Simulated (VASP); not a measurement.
# BaS (Fm-3m) in VASP: notebook

The runs below take BaS through single point, with PBE, PBEsol, LDA.

Everything below comes from runs of VASP 6.6.1. Logs are shortened: lines on timing, memory, paths and dates and some standing lists are left out, and cuts for length are marked.

## Step 1: The cell of the first run

Symmetry: Fm-3m, No. 225, cubic system. The conventional cell has a = 6.424 Å, b = 6.424 Å, c = 6.424 Å, α = 90.00°, β = 90.00°, γ = 90.00°. Within 4.2 Å of Ba (site symmetry m-3m) lie 6 S at 3.21 Å. Within 4.2 Å of S (site symmetry m-3m) lie 6 Ba at 3.21 Å.

## Step 2: Single point, PBE

Contents of INCAR:

```
PREC     = Accurate       # precision mode
ENCUT    = 520            # plane-wave cutoff, eV
EDIFF    = 1E-6           # SCF threshold, eV
ISMEAR   = 0              # smearing method
SIGMA    = 0.01           # smearing width, eV
LREAL    = False          # projectors in reciprocal space
LASPH    = True           # aspherical terms in the spheres
NELM     = 80             # most SCF steps
ALGO     = Normal         # electronic algorithm
ISIF     = 2              # what is computed and relaxed
LWAVE    = False          # write WAVECAR
LCHARG   = False          # write CHGCAR
GGA      = PE             # functional
NBANDS   = 15             # bands
```

Contents of KPOINTS:

```
Automatic mesh
0
Gamma
  4 4 4
```

Contents of POSCAR:

```
BaS
1.0
    0.0000000000      3.2117958671      3.2117958671
    3.2117958671      0.0000000000      3.2117958671
    3.2117958671      3.2117958671      0.0000000000
Ba S
1 1
Direct
    0.0000000000      0.0000000000      0.0000000000
    0.5000000000      0.5000000000      0.5000000000
```

Potentials or basis: VASP PAW PBE potentials, release 64 (Ba_sv, S).

Command:

```sh
$ cat potpaw_PBE.64/Ba_sv/POTCAR potpaw_PBE.64/S/POTCAR > POTCAR
$ mpirun -np 1 vasp_std > vasp.out
```

OUTCAR:

```text
PREC = Accurate
   ENCUT = 520
   EDIFF = 1E-6
   ISMEAR = 0
   LREAL = False
   LASPH = True
   NELM = 80
   ISIF = 2
   GGA = PE

 ion  position               nearest neighbor table
   1  0.000  0.000  0.000-   2 3.21   2 3.21   2 3.21   2 3.21   2 3.21   2 3.21
   2  0.500  0.500  0.500-   1 3.21   1 3.21   1 3.21   1 3.21   1 3.21   1 3.21

  LATTYP: Found a face centered cubic cell.
 ALAT       =     6.4235917342

  Lattice vectors:

 A1 = (   0.0000000000,   3.2117958671,   3.2117958671)
 A2 = (   3.2117958671,   0.0000000000,   3.2117958671)
 A3 = (   3.2117958671,   3.2117958671,   0.0000000000)

Analysis of symmetry for initial positions (statically):
=====================================================================
 Subroutine PRICEL returns:
 Original cell was already a primitive cell.

 Routine SETGRP: Setting up the symmetry group for a
 face centered cubic supercell.

 Subroutine GETGRP returns: Found 48 space group operations
 (whereof 48 operations were pure point group operations)
 out of a pool of 48 trial point group operations.

The static configuration has the point symmetry O_h .

Analysis of symmetry for dynamics (positions and initial velocities):
=====================================================================
 Subroutine PRICEL returns:
 Original cell was already a primitive cell.

 Routine SETGRP: Setting up the symmetry group for a
 face centered cubic supercell.

 Subroutine GETGRP returns: Found 48 space group operations
 (whereof 48 operations were pure point group operations)
 out of a pool of 48 trial point group operations.

The dynamic configuration has the point symmetry O_h .

 Subroutine INISYM returns: Found 48 space group operations
 (whereof 48 operations are pure point group operations),
 and found     1 'primitive' translations

----------------------------------------------------------------------------------------

                                     Primitive cell

  volume of cell :      66.2634

  direct lattice vectors                    reciprocal lattice vectors
     0.000000000  3.211795867  3.211795867    -0.155676145  0.155676145  0.155676145
     3.211795867  0.000000000  3.211795867     0.155676145 -0.155676145  0.155676145
     3.211795867  3.211795867  0.000000000     0.155676145  0.155676145 -0.155676145

  length of vectors
     4.542165275  4.542165275  4.542165275     0.269638993  0.269638993  0.269638993

  position of ions in fractional coordinates (direct lattice)
     0.000000000  0.000000000  0.000000000
     0.500000000  0.500000000  0.500000000

  ion indices of the primitive-cell ions
   primitive index   ion index
                 1           1
                 2           2

[... 70 lines left out ...]
   EFERMI_NEDOS =   21; number of points for ismear=-14 and -15
   IALGO  =     38    algorithm
   IMIX   =      4    mixing-type and parameters
     AMIX     =   0.40;   BMIX     =  1.00
     AMIX_MAG =   1.60;   BMIX_MAG =  1.00
  volume/ion in A,a.u.               =      33.13       223.58
  Fermi-wavevector in a.u.,A,eV,Ry     =   1.019429  1.926441 14.139651  1.039235
  Thomas-Fermi vector in A             =   2.152942
   LORBIT       =      0    0 simple, 1 ext, 2 COOP (PROOUT), +10 PAW based schemes
   GGA     = PE    functional components
   LHFCALC =     F    Hartree Fock is set to
   AEXX    =    0.0000 exact exchange contribution
   IVDW    =     0    specifies the selected vdW correction
   LEPSILON=     F    determine dielectric tensor
   LRPA    =     F    only Hartree local field effects (RPA)
 non-spin polarized calculation
 Gauss-broadening in eV      SIGMA  =   0.01
  energy-cutoff  :      520.00
  volume of cell :       66.26
 maximum number of plane-waves:      1812
 NGX is ok and might be reduce to    36
   NGX = 17   NGY = 17   NGZ = 17

 number of electron      16.0000002 magnetization

 Free energy of the ion-electron system (eV)
  ---------------------------------------------------
  ext. energy  EPLUGINS =         0.00000000
  ---------------------------------------------------
  free energy    TOTEN  =       -10.18731223 eV

  energy without entropy =      -10.18731223  energy(sigma->0) =      -10.18731223

 E-fermi :   1.4382     XC(G=0):  -8.5541

 val. band max:        1.3729927870   @ k =   0.0000   0.0000   0.0000
 cond. band min:       3.5030410669   @ k =   0.5000   0.5000   0.0000
 fundamental gap:      2.1300482799
 Fermi energy:         1.4381672489

 k-point     1 :       0.0000    0.0000    0.0000
  band No.  band energies     occupation
      1     -24.7635      2.00000
      2      -9.8207      2.00000
      3      -9.8207      2.00000
      4      -9.8207      2.00000
      5      -8.9604      2.00000
      6       1.3730      2.00000
      7       1.3730      2.00000
      8       1.3730      2.00000
      9       4.8875      0.00000
     10       5.2332      0.00000
     11       5.2332      0.00000
     12       5.2332      0.00000
     13       6.1414      0.00000
     14       6.1414      0.00000
[... 113 lines left out ...]
      2     -10.3080      2.00000
      3     -10.1401      2.00000
      4     -10.1401      2.00000
      5      -8.3725      2.00000
      6       0.2798      2.00000
      7       0.8718      2.00000
      8       0.8718      2.00000
      9       5.6397      0.00000
     10       5.6397      0.00000
     11       7.5763      0.00000
     12       8.1766      0.00000
     13       8.7918      0.00000
     14      10.7531      0.00000
     15      11.8797      0.00000

------------------------ aborting loop because EDIFF is reached ----------------------------------------

  FORCE on cell =-STRESS in cart. coord.  units (eV):
  Direction    XX          YY          ZZ          XY          YZ          ZX
  --------------------------------------------------------------------------------------
  -------------------------------------------------------------------------------------
  Total        0.2838400      0.2838400      0.2838400     -0.0000000     -0.0000000      0.0000000
  in kB        6.8629438      6.8629438      6.8629438     -0.0000000     -0.0000000      0.0000000
  external PRESSURE =       6.8629438 kB  Pullay stress =       0.0000000 kB

 VOLUME and BASIS-vectors are now :
 -----------------------------------------------------------------------------
  energy-cutoff  :      520.00
  volume of cell :       66.26
      direct lattice vectors                 reciprocal lattice vectors
     0.000000000  3.211795867  3.211795867    -0.155676145  0.155676145  0.155676145
     3.211795867  0.000000000  3.211795867     0.155676145 -0.155676145  0.155676145
     3.211795867  3.211795867  0.000000000     0.155676145  0.155676145 -0.155676145

 POSITION                                       TOTAL-FORCE (eV/Angst)
 -----------------------------------------------------------------------------------
      0.00000      0.00000      0.00000        -0.000000     -0.000000     -0.000000
      3.21180      3.21180      3.21180         0.000000      0.000000      0.000000
 -----------------------------------------------------------------------------------
    total drift:                                0.000000      0.000000      0.000000

  FREE ENERGIE OF THE ION-ELECTRON SYSTEM (eV)
  ---------------------------------------------------
  free  energy   TOTEN  =       -10.1873122337 eV

  energy  without entropy=      -10.1873122337  energy(sigma->0) =      -10.18731223
```

OSZICAR:

```text
N       E                     dE             d eps       ncg     rms          rms(c)
DAV:   1     0.847488350792E+02    0.84749E+02   -0.69640E+03   240   0.939E+02
DAV:   2    -0.549765305826E+01   -0.90246E+02   -0.81103E+02   332   0.162E+02
DAV:   3    -0.105758998488E+02   -0.50782E+01   -0.50401E+01   318   0.422E+01
DAV:   4    -0.106748039073E+02   -0.98904E-01   -0.98880E-01   320   0.624E+00
DAV:   5    -0.106774056052E+02   -0.26017E-02   -0.26017E-02   304   0.839E-01    0.471E+00
DAV:   6    -0.101692449385E+02    0.50816E+00   -0.70485E-01   282   0.494E+00    0.320E+00
DAV:   7    -0.101716023313E+02   -0.23574E-02   -0.19479E-01   297   0.242E+00    0.213E+00
DAV:   8    -0.101845892685E+02   -0.12987E-01   -0.21731E-02   268   0.104E+00    0.252E-01
DAV:   9    -0.101863395891E+02   -0.17503E-02   -0.35407E-03   317   0.456E-01    0.164E-01
DAV:  10    -0.101871795765E+02   -0.83999E-03   -0.84614E-04   268   0.191E-01    0.497E-02
DAV:  11    -0.101873092686E+02   -0.12969E-03   -0.17324E-04   289   0.802E-02    0.128E-02
DAV:  12    -0.101873126164E+02   -0.33478E-05   -0.85491E-06   310   0.194E-02    0.349E-03
DAV:  13    -0.101873122337E+02    0.38270E-06   -0.95500E-07   242   0.648E-03
   1 F= -.10187312E+02 E0= -.10187312E+02  d E =-.943527E-22
```

It took 15 s on 1 thread of AMD EPYC 7R13, shared host; peak memory 0.17 GiB.

Results:

```yaml
Free_energy: -10.1873 eV
Pressure: 0.7 GPa
Band_gap_on_the_k_mesh: 2.13 eV, indirect (least direct gap 2.28 eV)
```

Caveat: the k points lie up to 0.42 Å⁻¹ apart; spin-orbit coupling is left out, which moves the levels of the heavy elements.

## Step 3: Single point, PBEsol

This run uses another cell than the first one, of 31.76 Å³/atom, 0.959 times its volume.

Contents of INCAR:

```
  PREC = Accurate
  ENCUT = 520
  EDIFF = 1E-6
  ISMEAR = -1
  SIGMA = 0.02
  LREAL = F
  LASPH = T
  NELM = 80
  ALGO = Normal
  ISIF = 2
  LWAVE = F
  LCHARG = F
  GGA = PS
  NBANDS = 15
```

Contents of KPOINTS:

```
regular mesh
0
Gamma
  6 6 6
```

Contents of POSCAR:

```
BaS
1.0
    0.0000000000      3.1670025260      3.1670025260
    3.1670025260      0.0000000000      3.1670025260
    3.1670025260      3.1670025260      0.0000000000
Ba S
1 1
Direct
    0.0000000000      0.0000000000      0.0000000000
    0.5000000000      0.5000000000      0.5000000000
```

Potentials or basis: VASP PAW PBE potentials, release 64 (Ba_sv, S).

Command:

```sh
$ cat potpaw_PBE.64/Ba_sv/POTCAR potpaw_PBE.64/S/POTCAR > POTCAR
$ mpirun -np 1 vasp_std > vasp.out
```

Run time: 24 s. Hardware: 1 thread of AMD EPYC 7R13, shared host; peak memory 0.17 GiB.

It converged, with:

- Free energy: -10.7173 eV
- Pressure: 0.6 GPa
- Band gap on the k mesh: 1.93 eV, indirect (least direct gap 2.06 eV)

Levels at points of the mesh, in eV from the valence-band top:
| k point | band 4 | band 5 | band 6 | band 7 | band 8 | band 9 | band 10 | band 11 | band 12 | band 13 |
| --- | --- | --- | --- | --- | --- | --- | --- | --- | --- | --- |
| (0.00, 0.00, 0.00) | -11.00 | -10.39 | 0.00 | 0.00 | 0.00 | 3.53 | 3.78 | 3.78 | 3.78 | 4.76 |
| (0.50, 0.00, 0.00) | -11.04 | -9.00 | -2.05 | -1.16 | -1.16 | 5.55 | 5.60 | 6.36 | 6.36 | 8.94 |
| (0.50, 0.50, 0.00) | -11.21 | -10.30 | -0.51 | -0.13 | -0.13 | 1.93 | 5.97 | 6.08 | 7.62 | 7.62 |

Caveat: the PAW data sets were made with another functional, which shifts forces and pressure a little; spin-orbit coupling is left out, which moves the levels of the heavy elements.

## Step 4: Single point, LDA

This run uses another cell than the first one, of 30.84 Å³/atom, 0.931 times its volume.

Contents of INCAR:

```
ALGO = Normal
EDIFF = 1E-7
ENCUT = 520
GGA = CA
ISIF = 2
ISMEAR = -1
LASPH = True
LCHARG = False
LREAL = False
LWAVE = False
NBANDS = 15
NELM = 60
PREC = Accurate
SIGMA = 0.02
```

Contents of KPOINTS:

```
k-points
0
Gamma
  6 6 6
```

Contents of POSCAR:

```
BaS
1.0
    0.0000000000      3.1358720676      3.1358720676
    3.1358720676      0.0000000000      3.1358720676
    3.1358720676      3.1358720676      0.0000000000
Ba S
1 1
Direct
    0.0000000000      0.0000000000      0.0000000000
    0.5000000000      0.5000000000      0.5000000000
```

Potentials or basis: VASP PAW LDA potentials, release 64 (Ba_sv, S).

Command:

```sh
$ cat potpaw_LDA.64/Ba_sv/POTCAR potpaw_LDA.64/S/POTCAR > POTCAR
$ mpirun -np 1 vasp_std > vasp.out
```

OUTCAR:

```text
EDIFF = 1E-7
   ENCUT = 520
   GGA = CA
   ISIF = 2
   ISMEAR = -1
   LASPH = True
   LREAL = False
   NELM = 60
   PREC = Accurate

 ion  position               nearest neighbor table
   1  0.000  0.000  0.000-   2 3.14   2 3.14   2 3.14   2 3.14   2 3.14   2 3.14
   2  0.500  0.500  0.500-   1 3.14   1 3.14   1 3.14   1 3.14   1 3.14   1 3.14

  LATTYP: Found a face centered cubic cell.
 ALAT       =     6.2717441352

  Lattice vectors:

 A1 = (   0.0000000000,   3.1358720676,   3.1358720676)
 A2 = (   3.1358720676,   0.0000000000,   3.1358720676)
 A3 = (   3.1358720676,   3.1358720676,   0.0000000000)

Analysis of symmetry for initial positions (statically):
=====================================================================
 Subroutine PRICEL returns:
 Original cell was already a primitive cell.

 Routine SETGRP: Setting up the symmetry group for a
 face centered cubic supercell.

 Subroutine GETGRP returns: Found 48 space group operations
 (whereof 48 operations were pure point group operations)
 out of a pool of 48 trial point group operations.

[... 164 lines left out ...]
      3      -9.3637      2.00000
      4      -9.3637      2.00000
      5      -8.8605      2.00000
      6       1.5416      2.00000
      7       1.5416      2.00000
      8       1.5416      2.00000
      9       5.1261      0.00000
     10       5.2401      0.00000
     11       5.2401      0.00000
     12       5.2401      0.00000
     13       6.2858      0.00000
     14       6.2858      0.00000
[... 257 lines left out ...]
      2      -9.9981      2.00000
      3      -9.8936      2.00000
      4      -9.7059      2.00000
      5      -8.1964      2.00000
      6       0.5507      2.00000
      7       1.0455      2.00000
      8       1.1593      2.00000
      9       4.5392      0.00000
     10       7.0413      0.00000
     11       7.8683      0.00000
     12       8.6734      0.00000
     13       9.2649      0.00000
     14      10.0846      0.00000
     15      11.5730      0.00000

------------------------ aborting loop because EDIFF is reached ----------------------------------------

  FORCE on cell =-STRESS in cart. coord.  units (eV):
  Direction    XX          YY          ZZ          XY          YZ          ZX
  --------------------------------------------------------------------------------------
  -------------------------------------------------------------------------------------
  Total        0.2995128      0.2995128      0.2995128      0.0000000      0.0000000     -0.0000000
  in kB        7.7807410      7.7807410      7.7807410      0.0000000      0.0000000     -0.0000000
  external PRESSURE =       7.7807410 kB  Pullay stress =       0.0000000 kB

 VOLUME and BASIS-vectors are now :
 -----------------------------------------------------------------------------
  energy-cutoff  :      520.00
  volume of cell :       61.67
      direct lattice vectors                 reciprocal lattice vectors
     0.000000000  3.135872068  3.135872068    -0.159445280  0.159445280  0.159445280
     3.135872068  0.000000000  3.135872068     0.159445280 -0.159445280  0.159445280
     3.135872068  3.135872068  0.000000000     0.159445280  0.159445280 -0.159445280

 POSITION                                       TOTAL-FORCE (eV/Angst)
 -----------------------------------------------------------------------------------
      0.00000      0.00000      0.00000         0.000000      0.000000      0.000000
      3.13587      3.13587      3.13587        -0.000000     -0.000000     -0.000000
 -----------------------------------------------------------------------------------
    total drift:                                0.000000      0.000000      0.000000

  FREE ENERGIE OF THE ION-ELECTRON SYSTEM (eV)
  ---------------------------------------------------
  free  energy   TOTEN  =       -11.1722453406 eV

  energy  without entropy=      -11.1722453406  energy(sigma->0) =      -11.17224534
```

Run time: 26 s. Hardware: 1 thread of AMD EPYC 7R13, shared host; peak memory 0.14 GiB.

What came out:

* Free energy: -11.1722 eV
* Pressure: 0.8 GPa
* Band gap on the k mesh: 1.80 eV, indirect (least direct gap 1.90 eV)

Levels at points of the mesh, in eV from the valence-band top:
```tsv
k point	band 4	band 5	band 6	band 7	band 8	band 9	band 10	band 11	band 12	band 13
(0.00, 0.00, 0.00)	-10.91	-10.40	0.00	0.00	0.00	3.58	3.70	3.70	3.70	4.74
(0.50, 0.00, 0.00)	-10.95	-8.87	-2.14	-1.23	-1.23	5.58	5.64	6.38	6.38	8.97
(0.50, 0.50, 0.00)	-11.15	-10.32	-0.46	-0.11	-0.11	1.80	6.00	6.18	7.70	7.70
```

Caveat: spin-orbit coupling is left out, which moves the levels of the heavy elements. A k mesh can miss the band edges.

## Step 5: Summary

| level | potentials or basis | cell | k mesh | smearing | gap on the mesh (eV) | pressure (GPa) |
| --- | --- | --- | --- | --- | --- | --- |
| PBE | VASP PAW PBE potentials, release 64 (Ba_sv, S) | a = 4.542 Å, angles 60.0°, 2 atoms | 4 × 4 × 4 | gaussian 0.01 eV | 2.13 | 0.7 |
| PBEsol | VASP PAW PBE potentials, release 64 (Ba_sv, S) | a = 4.479 Å, angles 60.0°, 2 atoms | 6 × 6 × 6 | fermi-dirac 0.02 eV | 1.93 | 0.6 |
| LDA | VASP PAW LDA potentials, release 64 (Ba_sv, S) | a = 4.435 Å, angles 60.0°, 2 atoms | 6 × 6 × 6 | fermi-dirac 0.02 eV | 1.80 | 0.8 |

Alike in all rows: task single point; no spin polarisation; cutoff (eV) 520.

Caveats: some runs use coarse meshes; spin-orbit coupling is left out, which moves the levels of the heavy elements; the PAW data sets were made with another functional, which shifts forces and pressure a little (some runs).

Total energies depend on the potentials used, so only differences within one code and one set of settings carry meaning.
